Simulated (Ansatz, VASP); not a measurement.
## ZnO: VASP beside Ansatz

The input INCAR:

```
PREC     = Accurate       # precision mode
ENCUT    = 600            # plane-wave cutoff, eV
EDIFF    = 1E-6           # SCF threshold, eV
ISMEAR   = 0              # smearing method
SIGMA    = 0.02           # smearing width, eV
LREAL    = F              # projectors in reciprocal space
LASPH    = T              # aspherical terms in the spheres
NELM     = 100            # most SCF steps
ALGO     = Normal         # electronic algorithm
ISIF     = 3              # what is computed and relaxed
LWAVE    = F              # write WAVECAR
LCHARG   = F              # write CHGCAR
GGA      = PE             # functional
IBRION   = 2              # ionic algorithm
NSW      = 65             # ionic steps
EDIFFG   = -0.01          # ionic threshold
```

The input KPOINTS:

```
Automatic mesh
0
Gamma
  9 9 3
```

The input POSCAR:

```
ZnO
1.0
    3.2794040732      0.0000000000      0.0000000000
   -1.6397020366      2.8400472367      0.0000000000
    0.0000000000      0.0000000000     10.5878708414
Zn O
4 4
Direct
    0.0000000000      0.0000000000      0.0000000000
    0.3333333333      0.6666666667      0.2500000000
    0.6666666667      0.3333333333      0.5000000000
    0.3333333333      0.6666666667      0.7500000000
    0.0000000000      0.0000000000      0.1875000000
    0.3333333333      0.6666666667      0.4375000000
    0.6666666667      0.3333333333      0.6875000000
    0.3333333333      0.6666666667      0.9375000000
```

Input for Ansatz:

```yaml
crystal:
  lattice:
    - [3.2794040732, 0.0, 0.0]
    - [-1.6397020366, 2.8400472367, 0.0]
    - [0.0, 0.0, 10.5878708414]
  atoms:
    - { symbol: Zn, position: [0.0, 0.0, 0.0] }
    - { symbol: O, position: [0.0, 0.0, 0.1875] }
    - { symbol: Zn, position: [0.3333333333, 0.6666666667, 0.25] }
    - { symbol: O, position: [0.3333333333, 0.6666666667, 0.4375] }
    - { symbol: Zn, position: [0.6666666667, 0.3333333333, 0.5] }
    - { symbol: O, position: [0.6666666667, 0.3333333333, 0.6875] }
    - { symbol: Zn, position: [0.3333333333, 0.6666666667, 0.75] }
    - { symbol: O, position: [0.3333333333, 0.6666666667, 0.9375] }
basis:
  ecutwfc: 420
kpoints:
  mp_grid: { grid: [9, 9, 3] }
hamiltonian:
  xc: pbe
scf:
  occupations: { method: gaussian, width: 0.02 }
output:
  forces: true
  stress: true
  eigenvalues: true
  populations: true
  write_density: true
  write_potential: true
  elf: true
  volumetric_format: npy
relax:
  adjacent_minimum: "off"
  f_tol: 0.01
  max_steps: 45
  cell: { stress_tol: 0.05 }
```

Alike in both runs: task relaxation of cell and atoms; functional PBE; k mesh 9 × 9 × 3; occupations gaussian, width 0.02 eV; no spin polarisation.

```csv
,VASP,Ansatz
version,VASP 6.6.1,Ansatz 0.2.0
potentials or method,"VASP PAW PBE potentials, release 64 (Zn, O), cutoff 600 eV","scalar-relativistic, plane waves, PAW"
valence electrons in the cell,72,72
```

|  | VASP | Ansatz | Ansatz less VASP |
| --- | --- | --- | --- |
| gap on the k mesh at the Fermi level, each at its own relaxed structure (eV) | 0.67 | 0.69 | +0.023 |
| relaxed volume (Å³/atom) | 12.38 | 12.32 | -0.064 |
| relaxed cell length with the largest relative difference (Å) | 10.649 | 10.627 | -0.0217 |
